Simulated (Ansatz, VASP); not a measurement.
One calculation of V, two programs

```
CELL_PARAMETERS angstrom
2.60429 0.00000 0.00000
-1.30215 2.25538 0.00000
0.00000 0.00000 4.72334
ATOMIC_POSITIONS crystal
V 0.33333 0.66667 0.25000
V 0.66667 0.33333 0.75000
```

Alike in both runs: functional PBE; k mesh 12 × 12 × 6; occupations fermi-dirac, width 0.05 eV; collinear spin.

|  | VASP | Ansatz |
| --- | --- | --- |
| version | VASP 6.6.1 | Ansatz 0.2.0 |
| potentials or method | VASP PAW PBE potentials, release 64 (V_sv), cutoff 520 eV | all-electron LAPW, scalar-relativistic |
| task | single point | band structure |

Ansatz gave:

| Quantity | Value |
| --- | --- |
| gap on the k mesh at the Fermi level (eV) | none |
| pressure (GPa) | -0.6 |
| traceless stress, the component that is largest in VASP (GPa) | -0.72 |
| net moment per atom (μB) | 0.00 |

Problem. What did VASP give for the same quantities?

Solution. gap on the k mesh at the Fermi level (eV): none; pressure (GPa): -0.3; traceless stress, the component that is largest in VASP (GPa): -0.76; net moment per atom (μB): 0.00.

A gap of «none» marks a metal or a gap that the smearing closes. Ansatz ran all-electron here, and VASP with PAW potentials.
